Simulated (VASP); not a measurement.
Wanted: the native input for a VASP 6.6.1 run.

| Quantity | Value |
| --- | --- |
| Task | single point |
| Functional | PBE |
| Potentials or basis | VASP PAW PBE potentials, release 64 (Cd, S) |
| Cutoff | 520 eV |
| k mesh | 6 × 6 × 2 |
| Occupations | gaussian, width 0.01 eV |
| Spin | no spin polarisation |
| Dipole correction | no |
| Further INCAR settings | ALGO = Normal; EDIFF = 1e-06; NBANDS = 26 |

The structure of CdS lies in POSCAR:

```
CdS
1.0
    4.4085296226      0.0000000000      0.0000000000
   -2.2042648113      3.8178986465      0.0000000000
    0.0000000000      0.0000000000      5.7481182294
Cd S
2 2
Direct
    0.3333333333      0.6666666667      0.2500000000
    0.6666666667      0.3333333333      0.7500000000
    0.6666666667      0.3333333333      0.2500000000
    0.3333333333      0.6666666667      0.7500000000
```

One way to write it, as run:

INCAR

```
SYSTEM = CdS
ALGO     = Normal         ! electronic algorithm
EDIFF    = 1E-6           ! SCF threshold, eV
ENCUT    = 520            ! plane-wave cutoff, eV
GGA      = PE             ! functional
ISIF     = 2              ! what is computed and relaxed
ISMEAR   = 0              ! smearing method
LASPH    = .True.         ! aspherical terms in the spheres
LCHARG   = .False.        ! write CHGCAR
LREAL    = .False.        ! projectors in reciprocal space
LWAVE    = .False.        ! write WAVECAR
NBANDS   = 26             ! bands
NELM     = 80             ! most SCF steps
PREC     = Accurate       ! precision mode
SIGMA    = 0.01           ! smearing width, eV
```

KPOINTS

```
k-points
0
Gamma
  6 6 2
  0 0 0
```

Potentials or basis: VASP PAW PBE potentials, release 64 (Cd, S).

Command:

```bash
$ cat potpaw_PBE.64/Cd/POTCAR potpaw_PBE.64/S/POTCAR > POTCAR
$ mpirun -np 1 vasp_std > vasp.out
```

It gave:

- Pressure: 1.9 GPa
- Band gap on the k mesh: 0.99 eV, indirect (least direct gap 1.26 eV)

Caveat: the k points lie up to 0.55 Å⁻¹ apart.

Run time: 26 s on 1 thread of Intel(R) Xeon(R) Platinum 8488C (Sapphire Rapids) (shared host), peak memory 0.23 GiB.
